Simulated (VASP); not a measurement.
# Al32N (a cell with a defect) in VASP: notebook

Al32N (a cell with a defect) is run at these levels: PBE; tasks: single point.

Program: VASP 6.6.1. These are calculated values, not measurements. Logs are shortened: lines on timing, memory, paths and dates and some standing lists are left out, and cuts for length are marked.

### Step 1. The cell of the first run

The cell holds a defect, 33 atoms: a = 8.100 Å, b = 8.100 Å, c = 8.100 Å, α = 90.00°, β = 90.00°, γ = 90.00°.

### Step 2. Single point, PBE

INCAR

```
SYSTEM = Al32N
ALGO = Normal ; EDIFF = 1E-6
ENCUT = 520 ; GGA = PE
GGA_COMPAT = .False. ; ISIF = 2
ISMEAR = 0 ; LASPH = .True.
LCHARG = .False. ; LREAL = Auto
LWAVE = .False. ; NBANDS = 72
NELM = 120 ; PREC = Accurate
SIGMA = 0.1
```

KPOINTS

```
k-points
0
Gamma
  3 3 3
  0 0 0
```

POSCAR

```
Al32N
1.0
    8.1000000000      0.0000000000      0.0000000000
    0.0000000000      8.1000000000      0.0000000000
    0.0000000000      0.0000000000      8.1000000000
Al N
32 1
Direct
    0.5002048148      0.0011545679      0.0006825926
    0.7513043210      0.2492051852      0.0004369136
    0.7571572840     -0.0001565432      0.2495750617
   -0.0001727160      0.0025528395     -0.0138035802
    0.2477765432      0.2494577778      0.0001255556
    0.4996745679      0.5012465432     -0.0015167901
    0.7500650617      0.7528316049     -0.0031451852
    0.2470211111      0.0006783951      0.2486865432
    0.5001459259      0.2495876543      0.2486460494
    0.7445698765      0.5017992593      0.2486693827
    0.4993712346      0.0013349383      0.4974706173
    0.7491212346      0.2536118519      0.4976356790
    0.7431216049      0.0011002469      0.7478519753
   -0.0005262963      0.5002570370     -0.0041745679
    0.2493551852      0.7524156790     -0.0047625926
   -0.0000404938      0.2579674074      0.2473588889
    0.2549996296      0.5020887654      0.2485243210
    0.4993671605      0.7517413580      0.2484396296
   -0.0000149383      0.0021174074      0.5244783951
    0.2503593827      0.2553100000      0.4981548148
    0.5002432099      0.4968704938      0.4992106173
    0.7395524691      0.7451012346      0.5044212346
    0.2564506173      0.0012471605      0.7475707407
    0.4997164198      0.2515381481      0.7488067901
    0.7480977778      0.4991532099      0.7508477778
    0.0000425926      0.7309376543      0.2473525926
   -0.0006925926      0.5021014815      0.5017059259
    0.2597797531      0.7435458025      0.5059541975
   -0.0005279012      0.2559222222      0.7491874074
    0.2507203704      0.4986256790      0.7514680247
    0.5002172840      0.7504540741      0.7532253086
   -0.0006969136      0.7460419753      0.7475520988
    0.0043253086      0.9664549383      0.2899640741
```

Potentials or basis: VASP PAW PBE potentials, release 64 (Al, N).

Command:

```sh
$ cat potpaw_PBE.64/Al/POTCAR potpaw_PBE.64/N/POTCAR > POTCAR
$ mpirun -np 1 vasp_std > vasp.out
```

OUTCAR:

```text
SYSTEM = Al32N
   EDIFF = 1E-6
   ENCUT = 520
   GGA = PE
   ISIF = 2
   ISMEAR = 0
   LASPH = .True.
   LREAL = Auto
   NELM = 120
   PREC = Accurate

 ion  position               nearest neighbor table
   1  0.500  0.001  0.001-  13 2.84   9 2.84  23 2.85  18 2.85  31 2.85   7 2.85   2 2.86  15 2.86
                             5 2.87   8 2.87  24 2.88   3 2.90
   2  0.751  0.249  0.000-   4 2.84  16 2.84   3 2.86   1 2.86  14 2.86   9 2.86  29 2.86  25 2.86
                            13 2.87  10 2.87  24 2.88   6 2.88
   3  0.757  1.000  0.250-  33 2.05   2 2.86   7 2.86  16 2.87  12 2.88  11 2.90   1 2.90  18 2.90
                             4 2.90   9 2.90  22 2.92  26 2.94  19 2.97
   4  1.000  0.003  0.986-  33 2.48  29 2.81   5 2.84  13 2.84  32 2.84  23 2.84   2 2.84   7 2.86
                            15 2.86   3 2.90   8 2.92  16 2.96  26 3.05
   5  0.248  0.249  0.000-  16 2.84   4 2.84   8 2.85  30 2.85  14 2.86  29 2.86   1 2.87   9 2.87
                            23 2.87  17 2.87  24 2.88   6 2.88
   6  0.500  0.501  0.998-  31 2.83  17 2.83  10 2.84  30 2.84  25 2.84  24 2.86  18 2.87  15 2.87
                             9 2.87   7 2.88   2 2.88   5 2.88
   7  0.750  0.753  0.997-  31 2.83  13 2.85   1 2.85  32 2.86   4 2.86  25 2.86   3 2.86  26 2.87
                             6 2.88  14 2.88  18 2.88  10 2.88
   8  0.247  0.001  0.249-  33 2.01   5 2.85  11 2.87   1 2.87  18 2.87  15 2.87   9 2.88  20 2.89
                            16 2.89   4 2.92  28 2.95  26 2.96  19 3.00
   9  0.500  0.250  0.249-   1 2.84  10 2.84  11 2.85  17 2.85  21 2.85  12 2.85  20 2.86   2 2.86
[... 32 lines left out ...]
                            21 2.86   2 2.86   7 2.86  27 2.87
  26  0.000  0.731  0.247-  33 1.94  14 2.76  27 2.77  17 2.78  10 2.78   7 2.87  15 2.88   3 2.94
                             8 2.96  22 2.97  28 2.97   4 3.05  19 3.14
  27  0.999  0.502  0.502-  26 2.77  32 2.81  29 2.83  20 2.85  16 2.86  12 2.86  25 2.87  30 2.87
                            28 2.88  22 2.88  10 2.91  17 2.91
  28  0.260  0.744  0.506-  21 2.79  31 2.79  30 2.81  18 2.85  11 2.85  17 2.86  23 2.86  27 2.88
                            32 2.88   8 2.95  26 2.97  19 2.97
  29  0.999  0.256  0.749-  19 2.75   4 2.81  14 2.81  27 2.83  30 2.83  25 2.83   5 2.86   2 2.86
                            12 2.87  20 2.87  13 2.93  23 2.93
  30  0.251  0.499  0.751-  28 2.81  29 2.83  14 2.84   6 2.84  24 2.84  20 2.85  15 2.85   5 2.85
                            32 2.86  27 2.87  31 2.87  21 2.87
  31  0.500  0.750  0.753-  28 2.79  22 2.80  15 2.82   7 2.83  13 2.83   6 2.83  23 2.83   1 2.85
                            25 2.86  30 2.87  11 2.90  21 2.91
  32  0.999  0.746  0.748-  19 2.75  27 2.81  14 2.83   4 2.84  15 2.85  25 2.85   7 2.86  30 2.86
                            28 2.88  22 2.88  13 2.93  23 2.93
  33  0.004  0.966  0.290-  19 1.92  26 1.94   8 2.01   3 2.05  16 2.39   4 2.48

  LATTYP: Found a simple cubic cell.
 ALAT       =     8.1000000000

  Lattice vectors:

 A1 = (   8.1000000000,   0.0000000000,   0.0000000000)
 A2 = (   0.0000000000,   8.1000000000,   0.0000000000)
 A3 = (   0.0000000000,   0.0000000000,   8.1000000000)

Analysis of symmetry for initial positions (statically):
=====================================================================
 Subroutine PRICEL returns:
 Original cell was already a primitive cell.

 Routine SETGRP: Setting up the symmetry group for a
 simple cubic supercell.

 Subroutine GETGRP returns: Found  1 space group operations
 (whereof  1 operations were pure point group operations)
 out of a pool of 48 trial point group operations.

The static configuration has the point symmetry C_1 .

Analysis of symmetry for dynamics (positions and initial velocities):
=====================================================================
 Subroutine PRICEL returns:
 Original cell was already a primitive cell.

 Routine SETGRP: Setting up the symmetry group for a
 simple cubic supercell.

 Subroutine GETGRP returns: Found  1 space group operations
 (whereof  1 operations were pure point group operations)
 out of a pool of 48 trial point group operations.

The dynamic configuration has the point symmetry C_1 .

 Subroutine INISYM returns: Found  1 space group operations
 (whereof  1 operations are pure point group operations),
 and found     1 'primitive' translations

----------------------------------------------------------------------------------------

                                     Primitive cell

  volume of cell :     531.4410

  direct lattice vectors                    reciprocal lattice vectors
     8.100000000  0.000000000  0.000000000     0.123456790  0.000000000  0.000000000
     0.000000000  8.100000000  0.000000000     0.000000000  0.123456790  0.000000000
[... 93 lines left out ...]

  Shift w.r.t. Gamma in fractional coordinates (k-lattice)
     0.000000000  0.000000000  0.000000000

 Subroutine IBZKPT returns following result:
 ===========================================

 Found     14 irreducible k-points:

 Following reciprocal coordinates:
            Coordinates               Weight
  0.000000  0.000000  0.000000      1.000000
  0.333333  0.000000  0.000000      2.000000
  0.000000  0.333333  0.000000      2.000000
  0.000000  0.000000  0.333333      2.000000
  0.333333  0.333333  0.000000      2.000000
  0.000000  0.333333  0.333333      2.000000
  0.333333  0.000000  0.333333      2.000000
 -0.333333  0.333333  0.000000      2.000000
 -0.333333  0.000000  0.333333      2.000000
  0.000000 -0.333333  0.333333      2.000000
  0.333333  0.333333  0.333333      2.000000
 -0.333333  0.333333  0.333333      2.000000
 -0.333333 -0.333333  0.333333      2.000000
  0.333333 -0.333333  0.333333      2.000000
   k-points           NKPTS =     14   k-points in BZ     NKDIM =     14   number of bands    NBANDS=     72
   number of dos      NEDOS =    301   number of ions     NIONS =     33
   total plane-waves  NPLWV = 216000
   dimension x,y,z NGX =    60 NGY =   60 NGZ =   60
   dimension x,y,z NGXF=   120 NGYF=  120 NGZF=  120
   ions per type =              32   1
   NGX,Y,Z   is equivalent  to a cutoff of  12.31, 12.31, 12.31 a.u.
   NGXF,Y,Z  is equivalent  to a cutoff of  24.63, 24.63, 24.63 a.u.
 SYSTEM =  Al32N
   PREC   = accura    normal or accurate (medium, high low for compatibility)
   ISTART =      0    job   : 0-new  1-cont  2-samecut
   ICHARG =      2    charge: 1-file 2-atom 10-const
   ISPIN  =      1    spin polarized calculation?
   LNONCOLLINEAR =      F non collinear calculations
   LSORBIT =      F    spin-orbit coupling
   LASPH  =      T    aspherical Exc in radial PAW
   ENCUT  =  520.0 eV  38.22 Ry    6.18 a.u.  15.06 15.06 15.06*2*pi/ulx,y,z
   NELM   =    120;   NELMIN=  2; NELMDL= -5     # of ELM steps
   EDIFF  = 0.1E-05   stopping-criterion for ELM
   LREAL  =      T    real-space projection
   EDIFFG = 0.1E-04   stopping-criterion for IOM
   NSW    =      0    number of steps for IOM
   IBRION =     -1    ionic relax: 0-MD 1-quasi-New 2-CG
   NFREE  =      0    steps in history (QN), initial steepest desc. (CG)
   ISIF   =      2    stress and relaxation
   ISYM   =      2    0-nonsym 1-usesym 2-fastsym
   POTIM  = 0.5000    time-step for ionic-motion
   TEBEG  =    0.0;   TEEND  =   0.0 temperature during run
   PSTRESS=    0.0 pullay stress
   NELECT =     101.0000    total number of electrons
   NUPDOWN=      -1.0000    fix difference up-down
   EMIN   =  10.00;   EMAX   =-10.00  energy-range for DOS
   EFERMI =   0.00;   METHOD = LEGACY
   ISMEAR =     0;   SIGMA  =   0.10  broadening in eV -4-tet -1-fermi 0-gaus
   EFERMI_NEDOS =   21; number of points for ismear=-14 and -15
   IALGO  =     38    algorithm
   IMIX   =      4    mixing-type and parameters
     AMIX     =   0.40;   BMIX     =  1.00
     AMIX_MAG =   1.60;   BMIX_MAG =  1.00
  volume/ion in A,a.u.               =      16.10       108.68
  Fermi-wavevector in a.u.,A,eV,Ry     =   0.941233  1.778672 12.053656  0.885919
  Thomas-Fermi vector in A             =   2.068723
   LORBIT       =      0    0 simple, 1 ext, 2 COOP (PROOUT), +10 PAW based schemes
   GGA     = PE    functional components
   LHFCALC =     F    Hartree Fock is set to
   AEXX    =    0.0000 exact exchange contribution
   IVDW    =     0    specifies the selected vdW correction
   LEPSILON=     F    determine dielectric tensor
   LRPA    =     F    only Hartree local field effects (RPA)
 non-spin polarized calculation
 Gauss-broadening in eV      SIGMA  =   0.10
  energy-cutoff  :      520.00
  volume of cell :      531.44
 maximum number of plane-waves:     14358
   NGX = 31   NGY = 31   NGZ = 31

 number of electron     101.0000000 magnetization

 Free energy of the ion-electron system (eV)
  ---------------------------------------------------
  ext. energy  EPLUGINS =         0.00000000
  ---------------------------------------------------
  free energy    TOTEN  =      -128.68867924 eV

  energy without entropy =     -128.64076400  energy(sigma->0) =     -128.66472162

 E-fermi :   7.9959     XC(G=0): -10.2404

 val. band max:        7.9609320382   @ k =  -0.3333   0.3333   0.0000
 cond. band min:       8.0046345505   @ k =   0.0000  -0.3333   0.3333
 fundamental gap:      0.0437025123
 Fermi energy:         7.9959297964

 k-point     1 :       0.0000    0.0000    0.0000
  band No.  band energies     occupation
      1      -8.1250      2.00000
      2      -2.8808      2.00000
      3      -0.9772      2.00000
      4      -0.9764      2.00000
      5      -0.9611      2.00000
      6      -0.8718      2.00000
[... 899 lines left out ...]
     61       9.7170      0.00000
     62       9.8382      0.00000
 [bands above 62 left out]

------------------------ aborting loop because EDIFF is reached ----------------------------------------

  FORCE on cell =-STRESS in cart. coord.  units (eV):
  Direction    XX          YY          ZZ          XY          YZ          ZX
  --------------------------------------------------------------------------------------
  -------------------------------------------------------------------------------------
  Total        0.5331316      1.5297962      2.1250624      0.0450431     -0.1400457     -0.0289585
  in kB        1.6072741      4.6119979      6.4065940      0.1357949     -0.4222068     -0.0873034
  external PRESSURE =       4.2086220 kB  Pullay stress =       0.0000000 kB

 VOLUME and BASIS-vectors are now :
 -----------------------------------------------------------------------------
  energy-cutoff  :      520.00
  volume of cell :      531.44
      direct lattice vectors                 reciprocal lattice vectors
     8.100000000  0.000000000  0.000000000     0.123456790  0.000000000  0.000000000
     0.000000000  8.100000000  0.000000000     0.000000000  0.123456790  0.000000000
     0.000000000  0.000000000  8.100000000     0.000000000  0.000000000  0.123456790

 POSITION                                       TOTAL-FORCE (eV/Angst)
 -----------------------------------------------------------------------------------
      4.05166      0.00935      0.00553         0.001802      0.005653      0.008813
      6.08557      2.01856      0.00354         0.011661     -0.006785      0.002614
      6.13297      8.09873      2.02156         0.004651      0.003688     -0.008428
      8.09860      0.02068      7.98819         0.004454      0.008518     -0.029461
      2.00699      2.02061      0.00102        -0.002168     -0.004042      0.000637
      4.04736      4.06010      8.08771         0.001188      0.006906     -0.004018
[... 25 lines left out ...]
      8.09435      6.04294      6.05517         0.004173     -0.011156     -0.006176
      0.03503      7.82829      2.34871        -0.042289     -0.012326      0.044524
 -----------------------------------------------------------------------------------
    total drift:                               -0.004954      0.019217     -0.020775

  FREE ENERGIE OF THE ION-ELECTRON SYSTEM (eV)
  ---------------------------------------------------
  free  energy   TOTEN  =      -128.6886792370 eV

  energy  without entropy=     -128.6407639963  energy(sigma->0) =     -128.66472162
```

Wall time 11 min (1 thread of Intel Xeon Platinum 8175M at 2.50GHz (Skylake/Cascade Lake), shared host); peak memory 0.67 GiB.

Results:

| Quantity | Value |
| --- | --- |
| Free energy | -128.6887 eV |
| Pressure | 0.4 GPa |
| Largest force | 0.063 eV/Å |
| Band gap on the k mesh | zero (an odd number of electrons rules out a gap without spin polarisation) |

Forces on the atoms (eV/Å):
```
Al   0.002  0.006  0.009
Al   0.012 -0.007  0.003
Al   0.005  0.004 -0.008
Al   0.004  0.009 -0.029
Al  -0.002 -0.004  0.001
Al   0.001  0.007 -0.004
Al   0.005  0.004 -0.008
Al  -0.043 -0.003  0.002
Al   0.001 -0.005 -0.008
Al   0.003  0.007  0.000
Al   0.003  0.001 -0.013
Al   0.001  0.009 -0.004
Al  -0.008 -0.002 -0.007
Al   0.001  0.001  0.002
Al  -0.001  0.008  0.005
Al   0.005 -0.004 -0.002
Al   0.002  0.004  0.002
Al   0.004  0.008 -0.003
Al   0.005 -0.003  0.024
Al   0.002 -0.003 -0.006
Al   0.000 -0.011  0.001
Al  -0.009 -0.009  0.009
Al   0.012 -0.002 -0.005
Al   0.002  0.004 -0.005
Al  -0.003 -0.006  0.006
Al   0.006  0.001 -0.005
Al   0.002  0.006 -0.003
Al   0.018  0.000  0.000
Al   0.002  0.010 -0.007
Al   0.007 -0.004  0.005
Al   0.000 -0.003  0.011
Al   0.004 -0.011 -0.006
N   -0.042 -0.012  0.045
```

Stress tensor (GPa, compression positive):
```
 0.16  0.01 -0.01
 0.01  0.46 -0.04
-0.01 -0.04  0.64
```

Levels at points of the mesh, in eV from the Fermi level:
| k point | band 47 | band 48 | band 49 | band 50 | band 51 | band 52 | band 53 | band 54 | band 55 | band 56 |
| --- | --- | --- | --- | --- | --- | --- | --- | --- | --- | --- |
| (0.00, 0.00, 0.00) | -0.13 | 0.07 | 0.11 | 0.13 | 0.14 | 0.23 | 0.24 | 0.30 | 1.04 | 1.04 |

### Step 3. Single point, PBE

INCAR

```
PREC = Accurate
ENCUT = 520
EDIFF = 1E-6
ISMEAR = 0
SIGMA = 0.1
LREAL = Auto
LASPH = True
NELM = 120
ALGO = Normal
ISIF = 2
LWAVE = False
LCHARG = False
GGA = PE
NBANDS = 72
GGA_COMPAT = False
```

KPOINTS

```
regular mesh
0
Gamma
  3 3 3
```

POSCAR

```
Al32N
1.0
    8.1000000000      0.0000000000      0.0000000000
    0.0000000000      8.1000000000      0.0000000000
    0.0000000000      0.0000000000      8.1000000000
Al N
32 1
Direct
    0.5001077778     -0.0006379012     -0.0037056790
    0.7481798765      0.2513254321     -0.0013676543
    0.7392422222      0.0052745679      0.2442670370
   -0.0005335802      0.0020171605      0.0020288889
    0.2508470370      0.2517012346     -0.0016718519
    0.4997732099      0.4987455556      0.0010282716
    0.7445422222      0.7488008642      0.0019087654
    0.2606309877      0.0062267901      0.2432960494
    0.5000844444      0.2537286420      0.2502428395
    0.7501350617      0.4965149383      0.2525125926
    0.4996987654     -0.0026095062      0.5011583951
    0.7431338272      0.2477187654      0.5009266667
    0.7492941975     -0.0021506173      0.7538451852
   -0.0005225926      0.4959848148      0.0001616049
    0.2553182716      0.7487351852      0.0019661728
   -0.0005417284      0.2476269136      0.2457334568
    0.2494288889      0.4958012346      0.2524243210
    0.4997055556      0.7485737037      0.2517713580
    0.0003685185      0.0244869136      0.5016134568
    0.2567239506      0.2476762963      0.5009879012
    0.4999882716      0.5010630864      0.5009711111
    0.7561512346      0.7494798765      0.4999118519
    0.2502996296     -0.0019713580      0.7546056790
    0.4998023457      0.2489649383      0.7512179012
    0.7517167901      0.5008350617      0.7487807407
    0.0004081481      0.7478140741      0.2303802469
    0.0000716049      0.4859497531      0.5023033333
    0.2447614815      0.7494751852      0.4999029630
   -0.0005329630      0.2492404938      0.7556861728
    0.2478776543      0.5005472840      0.7490030864
    0.4999449383      0.7487672840      0.7491807407
    0.0001811111      0.7475717284      0.7584386420
    0.0002280247      0.7896817284      0.4660871605
```

Potentials or basis: VASP PAW PBE potentials, release 64 (Al, N).

Command:

```sh
$ cat potpaw_PBE.64/Al/POTCAR potpaw_PBE.64/N/POTCAR > POTCAR
$ mpirun -np 1 vasp_std > vasp.out
```

It took 11 min on 1 thread of Intel Xeon Platinum 8488C (Sapphire Rapids), shared host; peak memory 0.66 GiB.

Results (log left out):

- Free energy: -128.6899 eV
- Pressure: 0.4 GPa
- Largest force: 0.079 eV/Å
- Band gap on the k mesh: zero (an odd number of electrons rules out a gap without spin polarisation)

Forces on the atoms (eV/Å):
```
Al  -0.004  0.002 -0.006
Al   0.000  0.008 -0.007
Al  -0.003  0.003 -0.006
Al   0.005  0.000  0.002
Al   0.008  0.002 -0.002
Al   0.000 -0.004  0.003
Al   0.000  0.001  0.004
Al  -0.006 -0.018  0.015
Al  -0.003  0.007 -0.004
Al   0.006 -0.005  0.006
Al   0.003 -0.011  0.001
Al  -0.007 -0.005 -0.002
Al   0.003 -0.003  0.008
Al   0.005  0.001  0.000
Al   0.001  0.002 -0.001
Al   0.006 -0.003 -0.010
Al  -0.001  0.007  0.007
Al   0.002 -0.003  0.006
Al  -0.008  0.021  0.002
Al   0.009 -0.001 -0.003
Al  -0.002  0.009  0.005
Al  -0.018 -0.010  0.004
Al   0.001 -0.004 -0.006
Al   0.000 -0.003  0.005
Al   0.002 -0.007  0.003
Al  -0.009 -0.009  0.004
Al  -0.004 -0.021  0.008
Al  -0.016 -0.008  0.005
Al   0.006 -0.005  0.007
Al   0.001  0.000 -0.003
Al  -0.001 -0.006 -0.005
Al  -0.004 -0.004 -0.007
N    0.025  0.067 -0.033
```

Stress tensor (GPa, compression positive):
```
 0.18  0.00  0.00
 0.00  0.64 -0.05
 0.00 -0.05  0.47
```

Levels at points of the mesh, in eV from the Fermi level:
```
           k point  band 49  band 50  band 51  band 52  band 53  band 54
(0.00, 0.00, 0.00)     0.10     0.13     0.13     0.23     0.24     0.30
```
